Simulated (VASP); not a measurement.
# In3As (Pm-3m) in VASP: further runs, part 2 of 3

VASP 6.6.1. The steps go on from the part before.

### Step 3. Single point, PBEsol+D3(BJ)

Input file INCAR:

```
SYSTEM = In3As
PREC = Accurate ; ENCUT = 520
EDIFF = 1E-7 ; ISMEAR = 0
SIGMA = 0.15 ; LREAL = .FALSE.
LASPH = .TRUE. ; NELM = 100
ALGO = Fast ; ISIF = 2
LWAVE = .FALSE. ; LCHARG = .TRUE.
GGA = PS ; IVDW = 12
LELF = .TRUE. ; LVHAR = .TRUE.
NBANDS = 30
```

Input file KPOINTS:

```
Automatic mesh
0
G
  10 10 10
  0 0 0
```

Input file POSCAR:

```
In3As
1.0
    4.5024438172      0.0000000000      0.0000000000
    0.0000000000      4.5024438172      0.0000000000
    0.0000000000      0.0000000000      4.5024438172
In As
3 1
Direct
    0.0000000000      0.5000000000      0.5000000000
    0.5000000000      0.0000000000      0.5000000000
    0.5000000000      0.5000000000      0.0000000000
    0.0000000000      0.0000000000      0.0000000000
```

Potentials or basis: VASP PAW PBE potentials, release 64 (In_d, As).

Run with:

```bash
$ cat potpaw_PBE.64/In_d/POTCAR potpaw_PBE.64/As/POTCAR > POTCAR
$ mpirun -np 1 vasp_std > vasp.out
```

OUTCAR:

```text
SYSTEM = In3As
   PREC = Accurate
   ENCUT = 520
   EDIFF = 1E-7
   ISMEAR = 0
   LREAL = .FALSE.
   LASPH = .TRUE.
   NELM = 100
   ISIF = 2
   GGA = PS
   IVDW = 12
 IVDW          = 12

 ion  position               nearest neighbor table
   1  0.000  0.500  0.500-   2 3.18   3 3.18   4 3.18   3 3.18   4 3.18   2 3.18   4 3.18   4 3.18
                             2 3.18   3 3.18   3 3.18   2 3.18
   2  0.500  0.000  0.500-   1 3.18   3 3.18   4 3.18   3 3.18   4 3.18   1 3.18   3 3.18   3 3.18
                             1 3.18   4 3.18   4 3.18   1 3.18
   3  0.500  0.500  0.000-   1 3.18   2 3.18   4 3.18   1 3.18   2 3.18   2 3.18   4 3.18   2 3.18
                             1 3.18   4 3.18   1 3.18   4 3.18
   4  0.000  0.000  0.000-   1 3.18   2 3.18   3 3.18   1 3.18   2 3.18   1 3.18   3 3.18   1 3.18
                             2 3.18   3 3.18   2 3.18   3 3.18

  LATTYP: Found a simple cubic cell.
 ALAT       =     4.5024438172

  Lattice vectors:

 A1 = (   4.5024438172,   0.0000000000,   0.0000000000)
 A2 = (   0.0000000000,   4.5024438172,   0.0000000000)
 A3 = (   0.0000000000,   0.0000000000,   4.5024438172)

Analysis of symmetry for initial positions (statically):
=====================================================================
 Subroutine PRICEL returns:
 Original cell was already a primitive cell.

 Routine SETGRP: Setting up the symmetry group for a
 simple cubic supercell.

 Subroutine GETGRP returns: Found 48 space group operations
 (whereof 48 operations were pure point group operations)
 out of a pool of 48 trial point group operations.

The static configuration has the point symmetry O_h .

Analysis of symmetry for dynamics (positions and initial velocities):
=====================================================================
 Subroutine PRICEL returns:
 Original cell was already a primitive cell.

 Routine SETGRP: Setting up the symmetry group for a
 simple cubic supercell.

 Subroutine GETGRP returns: Found 48 space group operations
 (whereof 48 operations were pure point group operations)
 out of a pool of 48 trial point group operations.

The dynamic configuration has the point symmetry O_h .

 Subroutine INISYM returns: Found 48 space group operations
 (whereof 48 operations are pure point group operations),
 and found     1 'primitive' translations

----------------------------------------------------------------------------------------

                                     Primitive cell

  volume of cell :      91.2735

  direct lattice vectors                    reciprocal lattice vectors
     4.502443817  0.000000000  0.000000000     0.222101605  0.000000000  0.000000000
     0.000000000  4.502443817  0.000000000     0.000000000  0.222101605  0.000000000
     0.000000000  0.000000000  4.502443817     0.000000000  0.000000000  0.222101605

  length of vectors
     4.502443817  4.502443817  4.502443817     0.222101605  0.222101605  0.222101605

  position of ions in fractional coordinates (direct lattice)
     0.000000000  0.500000000  0.500000000
     0.500000000  0.000000000  0.500000000
     0.500000000  0.500000000  0.000000000
     0.000000000  0.000000000  0.000000000

  ion indices of the primitive-cell ions
   primitive index   ion index
                 1           1
                 2           2
[... 30 lines left out ...]
            Coordinates               Weight
  0.000000  0.000000  0.000000      1.000000
  0.100000  0.000000  0.000000      6.000000
  0.200000  0.000000  0.000000      6.000000
  0.300000  0.000000  0.000000      6.000000
  0.400000  0.000000  0.000000      6.000000
  0.500000  0.000000  0.000000      3.000000
[... 16 lines left out ...]
  0.200000  0.100000  0.100000     24.000000
  0.300000  0.100000  0.100000     24.000000
 [... further k-points ...]
   k-points           NKPTS =     56   k-points in BZ     NKDIM =     56   number of bands    NBANDS=     30
   number of dos      NEDOS =    301   number of ions     NIONS =      4
   total plane-waves  NPLWV =  46656
   dimension x,y,z NGX =    36 NGY =   36 NGZ =   36
   dimension x,y,z NGXF=    72 NGYF=   72 NGZF=   72
   ions per type =               3   1
   NGX,Y,Z   is equivalent  to a cutoff of  13.29, 13.29, 13.29 a.u.
   NGXF,Y,Z  is equivalent  to a cutoff of  26.58, 26.58, 26.58 a.u.
 SYSTEM =  In3As
   PREC   = accura    normal or accurate (medium, high low for compatibility)
   ISTART =      0    job   : 0-new  1-cont  2-samecut
   ICHARG =      2    charge: 1-file 2-atom 10-const
   ISPIN  =      1    spin polarized calculation?
   LNONCOLLINEAR =      F non collinear calculations
   LSORBIT =      F    spin-orbit coupling
   LASPH  =      T    aspherical Exc in radial PAW
   ENCUT  =  520.0 eV  38.22 Ry    6.18 a.u.   8.37  8.37  8.37*2*pi/ulx,y,z
   NELM   =    100;   NELMIN=  2; NELMDL= -5     # of ELM steps
   EDIFF  = 0.1E-06   stopping-criterion for ELM
   LREAL  =      F    real-space projection
   EDIFFG = 0.1E-05   stopping-criterion for IOM
   NSW    =      0    number of steps for IOM
   IBRION =     -1    ionic relax: 0-MD 1-quasi-New 2-CG
   NFREE  =      0    steps in history (QN), initial steepest desc. (CG)
   ISIF   =      2    stress and relaxation
   ISYM   =      2    0-nonsym 1-usesym 2-fastsym
   POTIM  = 0.5000    time-step for ionic-motion
   TEBEG  =    0.0;   TEEND  =   0.0 temperature during run
   PSTRESS=    0.0 pullay stress
   NELECT =      44.0000    total number of electrons
   NUPDOWN=      -1.0000    fix difference up-down
   EMIN   =  10.00;   EMAX   =-10.00  energy-range for DOS
   EFERMI =   0.00;   METHOD = LEGACY
   ISMEAR =     0;   SIGMA  =   0.15  broadening in eV -4-tet -1-fermi 0-gaus
   EFERMI_NEDOS =   21; number of points for ismear=-14 and -15
   IALGO  =     68    algorithm
   IMIX   =      4    mixing-type and parameters
     AMIX     =   0.40;   BMIX     =  1.00
     AMIX_MAG =   1.60;   BMIX_MAG =  1.00
  volume/ion in A,a.u.               =      22.82       153.99
  Fermi-wavevector in a.u.,A,eV,Ry     =   1.283642  2.425733 22.418837  1.647738
  Thomas-Fermi vector in A             =   2.415883
   LORBIT       =      0    0 simple, 1 ext, 2 COOP (PROOUT), +10 PAW based schemes
   GGA     = PS    functional components
   LHFCALC =     F    Hartree Fock is set to
   AEXX    =    0.0000 exact exchange contribution
   IVDW    =    12    specifies the selected vdW correction
   LEPSILON=     F    determine dielectric tensor
   LRPA    =     F    only Hartree local field effects (RPA)
 non-spin polarized calculation
 RMM-DIIS sequential band-by-band and
 Gauss-broadening in eV      SIGMA  =   0.15
  energy-cutoff  :      520.00
  volume of cell :       91.27
 maximum number of plane-waves:      2517
 NGX is ok and might be reduce to    36
   NGX = 17   NGY = 17   NGZ = 17

 number of electron      44.0000041 magnetization

 Free energy of the ion-electron system (eV)
  ---------------------------------------------------
  ext. energy  EPLUGINS =         0.00000000
  ---------------------------------------------------
  free energy    TOTEN  =       -13.72041635 eV

  energy without entropy =      -13.69381803  energy(sigma->0) =      -13.70711719

 E-fermi :   7.8077     XC(G=0): -10.8143

 val. band max:        7.8063018982   @ k =   0.2000   0.1000   0.0000
 cond. band min:       7.8305051549   @ k =   0.3000   0.2000   0.2000
 fundamental gap:      0.0242032567
 Fermi energy:         7.8077058818

 k-point     1 :       0.0000    0.0000    0.0000
  band No.  band energies     occupation
      1      -7.0564      2.00000
      2      -7.0186      2.00000
      3      -7.0186      2.00000
      4      -7.0186      2.00000
      5      -6.8083      2.00000
      6      -6.8083      2.00000
[... 781 lines left out ...]
     29      13.7339      0.00000
     30      15.7036      0.00000

 [... further k-points ...]

------------------------ aborting loop because EDIFF is reached ----------------------------------------

 Edisp (eV)   -1.58646

 E8    (eV) :    -1.1204

  FORCE on cell =-STRESS in cart. coord.  units (eV):
  Direction    XX          YY          ZZ          XY          YZ          ZX
  --------------------------------------------------------------------------------------
  -------------------------------------------------------------------------------------
  Total       0.00991     0.00991     0.00991     0.00000     0.00000     0.00000
  in kB       0.17398     0.17398     0.17398     0.00000     0.00000     0.00000
  external pressure =        0.17 kB  Pullay stress =        0.00 kB

 VOLUME and BASIS-vectors are now :
 -----------------------------------------------------------------------------
  energy-cutoff  :      520.00
  volume of cell :       91.27
      direct lattice vectors                 reciprocal lattice vectors
     4.502443817  0.000000000  0.000000000     0.222101605  0.000000000  0.000000000
     0.000000000  4.502443817  0.000000000     0.000000000  0.222101605  0.000000000
     0.000000000  0.000000000  4.502443817     0.000000000  0.000000000  0.222101605

 POSITION                                       TOTAL-FORCE (eV/Angst)
 -----------------------------------------------------------------------------------
      0.00000      2.25122      2.25122         0.000000      0.000000      0.000000
      2.25122      0.00000      2.25122         0.000000      0.000000      0.000000
      2.25122      2.25122      0.00000         0.000000      0.000000      0.000000
      0.00000      0.00000      0.00000         0.000000      0.000000      0.000000
 -----------------------------------------------------------------------------------
    total drift:                                0.000000      0.000000      0.000000

  FREE ENERGIE OF THE ION-ELECTRON SYSTEM (eV)
  ---------------------------------------------------
  free  energy   TOTEN  =       -15.3068770157 eV

  energy  without entropy=      -15.2802786910  energy(sigma->0) =      -15.29357785
```

OSZICAR:

```text
N       E                     dE             d eps       ncg     rms          rms(c)
DAV:   1     0.396452605179E+03    0.39645E+03   -0.21394E+04  3360   0.199E+03
DAV:   2     0.244340224853E+02   -0.37202E+03   -0.36457E+03  3366   0.452E+02
DAV:   3    -0.124508082177E+02   -0.36885E+02   -0.36141E+02  4064   0.161E+02
[... 11 lines left out ...]
RMM:  15    -0.137204191937E+02    0.12757E-04   -0.26352E-05  4347   0.591E-02    0.154E-01
RMM:  16    -0.137204155407E+02    0.36531E-05   -0.20588E-05  4257   0.502E-02    0.415E-02
RMM:  17    -0.137204158790E+02   -0.33838E-06   -0.54689E-06  4505   0.213E-02    0.364E-03
RMM:  18    -0.137204164324E+02   -0.55335E-06   -0.28985E-06  4568   0.113E-02    0.117E-02
RMM:  19    -0.137204163526E+02    0.79779E-07   -0.79666E-07  2948   0.550E-03
   1 F= -.15306877E+02 E0= -.15293578E+02  d E =-.265983E-01
```

stdout:

```text
POSCAR found type information on POSCAR InAs
 POSCAR found :  2 types and       4 ions
 scaLAPACK will be used
 -----------------------------------------------------------------------------
|                                                                             |
|                                                                             |
|     You enforced a specific xc type in the INCAR file but a different       |
|     I HOPE YOU KNOW WHAT YOU ARE DOING!                                     |
|                                                                             |
 -----------------------------------------------------------------------------

 LDA part: xc-table for (Slater+PW92), standard interpolation
 POSCAR, INCAR and KPOINTS ok, starting setup
 FFT: planning ... GRIDC
 FFT: planning ... GRID_SOFT
 FFT: planning ... GRID
 WAVECAR not read
 entering main loop
 num prob RMM:  19    -0.137204163526E+02    0.79779E-07   -0.79666E-07  2948   0.550E-03
```

Wall time 2 min (1 thread of Intel Xeon 6975P-C (Granite Rapids), shared host); peak memory 0.3 GiB.

What came out:

```
Free energy                : -15.3069 eV
Pressure                   : 0.0 GPa
Band gap on the k mesh     : zero (band 22 reaches 8.44 eV, above the bottom of band 23 at 3.90 eV)
Dispersion energy per atom : -0.397 eV
```

Levels at points of the mesh, in eV from the Fermi level:
```
           k point  band 19  band 20  band 21  band 22  band 23  band 24  band 25  band 26
(0.00, 0.00, 0.00)    -3.39    -3.39    -1.79    -1.79     2.15     2.15     2.15     4.75
(0.50, 0.00, 0.00)    -1.92    -1.92    -0.90    -0.28    -0.28    -0.09     1.23     5.03
(0.50, 0.50, 0.00)    -6.35    -0.96    -0.53     0.60     0.60     1.85     1.85     1.96
(0.50, 0.50, 0.50)    -4.63    -4.38    -4.38    -4.38    -3.91     5.16     5.16     5.16
```

Caveat: the PAW data sets were made with another functional, which shifts forces and pressure a little; spin-orbit coupling is left out, which moves the levels of the heavy elements; pairwise dispersion overbinds metals, which lowers pressure and volume.

[end of part 2 of 3]
